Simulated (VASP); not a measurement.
# TaN in VASP: single point with PBE+D3(BJ)

Aim: the single point of TaN with PBE+D3(BJ).

Program: VASP 6.6.1. These are calculated values, not measurements. Logs are shortened: lines on timing, memory, paths and dates and some standing lists are left out, and cuts for length are marked.

### 1 The cell of the first run

The cell holds a slab with vacuum, 24 atoms: a = 6.201 Å, b = 6.201 Å, c = 26.304 Å, α = 90.00°, β = 90.00°, γ = 120.00°.

### 2 Single point, PBE+D3(BJ)

INCAR

```
SYSTEM = TaN
PREC = Accurate
ENCUT = 520
EDIFF = 1E-6
ISMEAR = 0
SIGMA = 0.1
LREAL = Auto
LASPH = .True.
NELM = 60
ALGO = Normal
ISIF = 2
LWAVE = .False.
LCHARG = .False.
LDIPOL = .True.
IDIPOL = 3
DIPOL = 0.5 0.5 0.428
GGA = PE
IVDW = 12
NBANDS = 114
```

KPOINTS

```
Automatic mesh
0
Gamma
  4 4 1
  0 0 0
```

POSCAR

```
TaN
1.0
    6.2014901195      0.0000000000      0.0000000000
   -3.1007450597      5.3706479848      0.0000000000
    0.0000000000      0.0000000000     26.3038693490
Ta N
12 12
Direct
    0.1666666667      0.3333333333      0.3041377637
    0.1666666667      0.8333333333      0.3041377637
    0.6666666667      0.3333333333      0.3041377637
    0.6666666667      0.8333333333      0.3041377637
    0.5000000000      0.5000000000      0.4003877756
    0.5000000000      0.0000000000      0.4003877756
    0.0000000000      0.5000000000      0.4003877756
    0.0000000000      0.0000000000      0.4003877756
    0.8246606195      0.6754636911      0.4919828171
    0.8321404838      0.1720952925      0.5632349528
    0.3277676897      0.6676239510      0.5632438814
    0.3229126935      0.1768431310      0.4956991577
    0.3333333333      0.1666666667      0.3522627697
    0.3333333333      0.6666666667      0.3522627697
    0.8333333333      0.1666666667      0.3522627697
    0.8333333333      0.6666666667      0.3522627697
    0.6624038249      0.3292189408      0.4471956880
    0.6668530035      0.8332936385      0.4428523273
    0.1696908760      0.3303533365      0.4429325872
    0.1706454964      0.8375894728      0.4471054575
   -0.0120735546      0.5118519147      0.5388649368
   -0.0054948811      0.0024926589      0.5346021681
    0.4973501088      0.5055513776      0.5344725635
    0.4807708224      0.0192678240      0.5463898313
```

Potentials or basis: VASP PAW PBE potentials, release 64 (Ta_pv, N).

The run is started by

```bash
$ cat potpaw_PBE.64/Ta_pv/POTCAR potpaw_PBE.64/N/POTCAR > POTCAR
$ mpirun -np 1 vasp_std > vasp.out
```

OUTCAR:

```text
SYSTEM = TaN
   PREC = Accurate
   ENCUT = 520
   EDIFF = 1E-6
   ISMEAR = 0
   LREAL = Auto
   LASPH = .True.
   NELM = 60
   ISIF = 2
   GGA = PE
   IVDW = 12
 IVDW          = 12

 ion  position               nearest neighbor table
   1  0.167  0.333  0.304-  13 2.19  14 2.19  15 2.19   8 3.10   5 3.10   7 3.10   2 3.10   2 3.10
                             3 3.10   3 3.10   4 3.10   4 3.10
   2  0.167  0.833  0.304-  14 2.19  13 2.19  16 2.19   7 3.10   6 3.10   8 3.10   1 3.10   1 3.10
                             4 3.10   4 3.10   3 3.10   3 3.10
   3  0.667  0.333  0.304-  15 2.19  16 2.19  13 2.19   6 3.10   7 3.10   5 3.10   4 3.10   4 3.10
                             1 3.10   1 3.10   2 3.10   2 3.10
   4  0.667  0.833  0.304-  16 2.19  15 2.19  14 2.19   5 3.10   8 3.10   6 3.10   3 3.10   3 3.10
                             2 3.10   2 3.10   1 3.10   1 3.10
   5  0.500  0.500  0.400-  19 2.10  18 2.11  17 2.17  13 2.19  16 2.19  14 2.19   9 2.98  12 3.05
                             4 3.10   1 3.10   3 3.10   6 3.10   6 3.10   7 3.10   7 3.10   8 3.10
   6  0.500  0.000  0.400-  18 2.11  20 2.15  17 2.15  14 2.19  15 2.19  13 2.19   3 3.10   2 3.10
                             4 3.10   5 3.10   5 3.10   8 3.10   8 3.10   7 3.10   7 3.10  12 3.15
   7  0.000  0.500  0.400-  19 2.14  20 2.19  17 2.19  15 2.19  14 2.19  16 2.19   9 3.06   2 3.10
                             3 3.10   1 3.10   8 3.10   8 3.10   5 3.10   5 3.10   6 3.10   6 3.10
   8  0.000  0.000  0.400-  19 2.10  18 2.11  20 2.17  16 2.19  13 2.19  15 2.19   9 2.97  12 3.05
                             1 3.10   4 3.10   2 3.10   7 3.10   7 3.10   6 3.10   6 3.10   5 3.10
   9  0.825  0.675  0.492-  23 2.08  22 2.08  18 2.13  21 2.15  17 2.20  20 2.20   8 2.97   5 2.98
                             7 3.06  12 3.10  12 3.10  10 3.59  11 3.59
  10  0.832  0.172  0.563-  22 1.94  21 1.94  24 1.94  11 3.07  11 3.13  12 3.51   9 3.59
  11  0.328  0.668  0.563-  23 1.94  21 1.94  24 1.95  10 3.07  10 3.13  12 3.51   9 3.59
  12  0.323  0.177  0.496-  23 2.04  22 2.04  19 2.15  24 2.16  17 2.23  20 2.23   8 3.05   5 3.05
                             9 3.10   9 3.10   6 3.15  11 3.51  10 3.51
  13  0.333  0.167  0.352-   5 2.19   8 2.19   6 2.19   1 2.19   2 2.19   3 2.19
  14  0.333  0.667  0.352-   6 2.19   7 2.19   5 2.19   2 2.19   1 2.19   4 2.19
  15  0.833  0.167  0.352-   7 2.19   6 2.19   8 2.19   3 2.19   4 2.19   1 2.19
  16  0.833  0.667  0.352-   8 2.19   5 2.19   7 2.19   4 2.19   3 2.19   2 2.19
  17  0.662  0.329  0.447-   6 2.15   5 2.17   7 2.19   9 2.20  12 2.23
  18  0.667  0.833  0.443-   8 2.11   5 2.11   6 2.11   9 2.13
  19  0.170  0.330  0.443-   5 2.10   8 2.10   7 2.14  12 2.15
  20  0.171  0.838  0.447-   6 2.15   8 2.17   7 2.19   9 2.20  12 2.23
  21  0.988  0.512  0.539-  10 1.94  11 1.94   9 2.15
  22  0.995  0.002  0.535-  10 1.94  12 2.04   9 2.08
  23  0.497  0.506  0.534-  11 1.94  12 2.04   9 2.08
  24  0.481  0.019  0.546-  10 1.94  11 1.95  12 2.16

  LATTYP: Found a hexagonal cell.
 ALAT       =     6.2014901195
 C/A-ratio  =     4.2415401528

  Lattice vectors:

 A1 = (   6.2014901195,   0.0000000000,   0.0000000000)
 A2 = (  -3.1007450597,   5.3706479848,   0.0000000000)
 A3 = (   0.0000000000,   0.0000000000,  26.3038693490)

Analysis of symmetry for initial positions (statically):
=====================================================================
 Subroutine PRICEL returns:
 Original cell was already a primitive cell.

 Routine SETGRP: Setting up the symmetry group for a
 hexagonal supercell.

 Subroutine GETGRP returns: Found  1 space group operations
 (whereof  1 operations were pure point group operations)
 out of a pool of 24 trial point group operations.

The static configuration has the point symmetry C_1 .

Analysis of symmetry for dynamics (positions and initial velocities):
=====================================================================
 Subroutine PRICEL returns:
 Original cell was already a primitive cell.

 Routine SETGRP: Setting up the symmetry group for a
 hexagonal supercell.

 Subroutine GETGRP returns: Found  1 space group operations
 (whereof  1 operations were pure point group operations)
 out of a pool of 24 trial point group operations.

The dynamic configuration has the point symmetry C_1 .

 Subroutine INISYM returns: Found  1 space group operations
 (whereof  1 operations are pure point group operations),
 and found     1 'primitive' translations

----------------------------------------------------------------------------------------

                                     Primitive cell

  volume of cell :     876.0772

  direct lattice vectors                    reciprocal lattice vectors
     6.201490119  0.000000000  0.000000000     0.161251567  0.093098636  0.000000000
[... 83 lines left out ...]
 Found     10 irreducible k-points:

 Following reciprocal coordinates:
            Coordinates               Weight
  0.000000  0.000000  0.000000      1.000000
  0.250000  0.000000  0.000000      2.000000
  0.000000  0.250000  0.000000      2.000000
 -0.250000  0.250000  0.000000      2.000000
  0.500000  0.000000  0.000000      1.000000
  0.000000  0.500000  0.000000      1.000000
  0.500000  0.500000  0.000000      1.000000
  0.250000  0.250000  0.000000      2.000000
 -0.250000  0.500000  0.000000      2.000000
  0.500000  0.250000  0.000000      2.000000
   k-points           NKPTS =     10   k-points in BZ     NKDIM =     10   number of bands    NBANDS=    114
   number of dos      NEDOS =    301   number of ions     NIONS =     24
   total plane-waves  NPLWV = 451584
   dimension x,y,z NGX =    48 NGY =   48 NGZ =  196
   dimension x,y,z NGXF=    96 NGYF=   96 NGZF=  392
   ions per type =              12  12
   NGX,Y,Z   is equivalent  to a cutoff of  12.87, 12.87, 12.39 a.u.
   NGXF,Y,Z  is equivalent  to a cutoff of  25.74, 25.74, 24.78 a.u.
 SYSTEM =  TaN
   PREC   = accura    normal or accurate (medium, high low for compatibility)
   ISTART =      0    job   : 0-new  1-cont  2-samecut
   ICHARG =      2    charge: 1-file 2-atom 10-const
   ISPIN  =      1    spin polarized calculation?
   LNONCOLLINEAR =      F non collinear calculations
   LSORBIT =      F    spin-orbit coupling
   LASPH  =      T    aspherical Exc in radial PAW
   ENCUT  =  520.0 eV  38.22 Ry    6.18 a.u.  11.53 11.53 48.91*2*pi/ulx,y,z
   NELM   =     60;   NELMIN=  2; NELMDL= -5     # of ELM steps
   EDIFF  = 0.1E-05   stopping-criterion for ELM
   LREAL  =      T    real-space projection
   EDIFFG = 0.1E-04   stopping-criterion for IOM
   NSW    =      0    number of steps for IOM
   IBRION =     -1    ionic relax: 0-MD 1-quasi-New 2-CG
   NFREE  =      0    steps in history (QN), initial steepest desc. (CG)
   ISIF   =      2    stress and relaxation
   ISYM   =      2    0-nonsym 1-usesym 2-fastsym
   POTIM  = 0.5000    time-step for ionic-motion
   TEBEG  =    0.0;   TEEND  =   0.0 temperature during run
   PSTRESS=    0.0 pullay stress
   NELECT =     192.0000    total number of electrons
   NUPDOWN=      -1.0000    fix difference up-down
   EMIN   =  10.00;   EMAX   =-10.00  energy-range for DOS
   EFERMI =   0.00;   METHOD = LEGACY
   ISMEAR =     0;   SIGMA  =   0.10  broadening in eV -4-tet -1-fermi 0-gaus
   EFERMI_NEDOS =   21; number of points for ismear=-14 and -15
   IALGO  =     38    algorithm
   IMIX   =      4    mixing-type and parameters
     AMIX     =   0.40;   BMIX     =  1.00
     AMIX_MAG =   1.60;   BMIX_MAG =  1.00
  volume/ion in A,a.u.               =      36.50       246.34
  Fermi-wavevector in a.u.,A,eV,Ry     =   0.987024  1.865205 13.255023  0.974217
  Thomas-Fermi vector in A             =   2.118448
   LORBIT       =      0    0 simple, 1 ext, 2 COOP (PROOUT), +10 PAW based schemes
   GGA     = PE    functional components
   LHFCALC =     F    Hartree Fock is set to
   AEXX    =    0.0000 exact exchange contribution
   IVDW    =    12    specifies the selected vdW correction
   LEPSILON=     F    determine dielectric tensor
   LRPA    =     F    only Hartree local field effects (RPA)
 non-spin polarized calculation
 Gauss-broadening in eV      SIGMA  =   0.10
  energy-cutoff  :      520.00
  volume of cell :      876.08
 maximum number of plane-waves:     23653
 NGX is ok and might be reduce to    48
   NGX = 23   NGY = 23   NGZ = 97

 dipolmoment           0.000000      0.000000      0.178662 electrons x Angstroem

 number of electron     192.0000002 magnetization

 dipolmoment           0.000000      0.000000     -0.034474 electrons x Angstroem

 Free energy of the ion-electron system (eV)
  ---------------------------------------------------
  ext. energy  EPLUGINS =         0.00000000
  ---------------------------------------------------
  free energy    TOTEN  =      -252.39047247 eV

  energy without entropy =     -252.30508008  energy(sigma->0) =     -252.34777628

 E-fermi :  -0.7696     XC(G=0):  -4.9850

 val. band max:       -0.8053881680   @ k =  -0.2500   0.5000   0.0000
 cond. band min:      -0.7506588685   @ k =   0.0000   0.5000   0.0000
 fundamental gap:      0.0547292995
 Fermi energy:        -0.7695813661

 k-point     1 :       0.0000    0.0000    0.0000
  band No.  band energies     occupation
      1     -37.1946      2.00000
      2     -37.1855      2.00000
      3     -37.1640      2.00000
      4     -36.9519      2.00000
      5     -36.9381      2.00000
      6     -36.7932      2.00000
[... 1099 lines left out ...]
    107       0.5832      0.00000
    108       0.7745      0.00000
 [bands above 108 left out]

------------------------ aborting loop because EDIFF is reached ----------------------------------------

 vacuum level on the upper side and lower side of the slab       (xc-potential included)        -0.244        -0.055

 Edisp (eV)   -7.30746

 E8    (eV) :    -3.4614

  FORCE on cell =-STRESS in cart. coord.  units (eV):
  Direction    XX          YY          ZZ          XY          YZ          ZX
  --------------------------------------------------------------------------------------
  -------------------------------------------------------------------------------------
  Total     -15.54598   -10.33359    -3.96753     4.54943    -0.10016     0.17686
  in kB     -28.43062   -18.89816    -7.25585     8.32004    -0.18318     0.32344
  external pressure =      -18.19 kB  Pullay stress =        0.00 kB

 VOLUME and BASIS-vectors are now :
 -----------------------------------------------------------------------------
  energy-cutoff  :      520.00
  volume of cell :      876.08
      direct lattice vectors                 reciprocal lattice vectors
     6.201490119  0.000000000  0.000000000     0.161251567  0.093098636  0.000000000
    -3.100745060  5.370647985  0.000000000     0.000000000  0.186197271  0.000000000
     0.000000000  0.000000000 26.303869349     0.000000000  0.000000000  0.038017220

 POSITION                                       TOTAL-FORCE (eV/Angst)
 -----------------------------------------------------------------------------------
      0.00000      1.79022      8.00000         0.079320     -0.045290      0.749834
     -1.55037      4.47554      8.00000         0.007960     -0.044705      0.472102
      3.10075      1.79022      8.00000         0.042593      0.014833      0.470424
      1.55037      4.47554      8.00000         0.100512     -0.058527      0.694921
      1.55037      2.68532     10.53175        -0.246593      0.206196     -0.763377
      3.10075      0.00000     10.53175         0.258515     -0.145162      1.233639
[... 16 lines left out ...]
      1.51673      2.71514     14.05870        -0.878507      0.605264      0.906868
      2.92175      0.10348     14.37217         0.041043     -0.049177      0.282443
 -----------------------------------------------------------------------------------
    total drift:                                0.004710     -0.001630     -0.002720

  FREE ENERGIE OF THE ION-ELECTRON SYSTEM (eV)
  ---------------------------------------------------
  free  energy   TOTEN  =      -259.6979355219 eV

  energy  without entropy=     -259.6125431343  energy(sigma->0) =     -259.65523933

 vacuum level on the upper side and lower side of the slab         3.888         4.080
```

Wall time 38 min (1 thread of Intel Xeon 6975P-C (Granite Rapids), shared host); peak memory 1.2 GiB.

Results:

```
Free energy                : -259.6979 eV
Largest force              : 1.400 eV/Å
Band gap on the k mesh     : zero (band 96 reaches -0.63 eV, above the bottom of band 97 at -0.85 eV)
Dispersion energy per atom : -0.304 eV
```

Forces on the atoms (eV/Å):
```
Ta   0.079 -0.045  0.750
Ta   0.008 -0.045  0.472
Ta   0.043  0.015  0.470
Ta   0.101 -0.059  0.695
Ta  -0.247  0.206 -0.763
Ta   0.259 -0.145  1.234
Ta   0.073 -0.045  1.122
Ta  -0.309  0.119 -0.771
Ta   0.190 -0.113 -0.444
Ta   0.841 -0.121 -0.846
Ta   0.515 -0.646 -0.862
Ta   0.253 -0.145 -0.549
N    0.130 -0.075 -0.787
N   -0.172  0.066 -0.647
N   -0.145  0.116 -0.647
N    0.142 -0.082 -0.865
N    0.036  0.032  0.027
N   -0.018  0.005  0.005
N   -0.024  0.010  0.053
N    0.003 -0.049  0.057
N    0.038 -0.008  0.219
N   -0.957  0.453  0.887
N   -0.879  0.605  0.907
N    0.041 -0.049  0.282
```

Levels at points of the mesh, in eV from the Fermi level:
```tsv
k point	band 93	band 94	band 95	band 96	band 97	band 98	band 99	band 100
(0.00, 0.00, 0.00)	-0.38	-0.27	-0.23	-0.09	-0.07	-0.04	0.74	0.77
(0.50, 0.00, 0.00)	-0.26	-0.18	0.02	0.06	0.21	0.26	0.43	0.55
(0.00, 0.50, 0.00)	-0.26	-0.18	0.02	0.05	0.21	0.26	0.43	0.55
(0.50, 0.50, 0.00)	-0.44	-0.04	0.05	0.14	0.32	0.40	0.55	0.68
```

Caveat: spin-orbit coupling is left out, which moves the levels of the heavy elements.
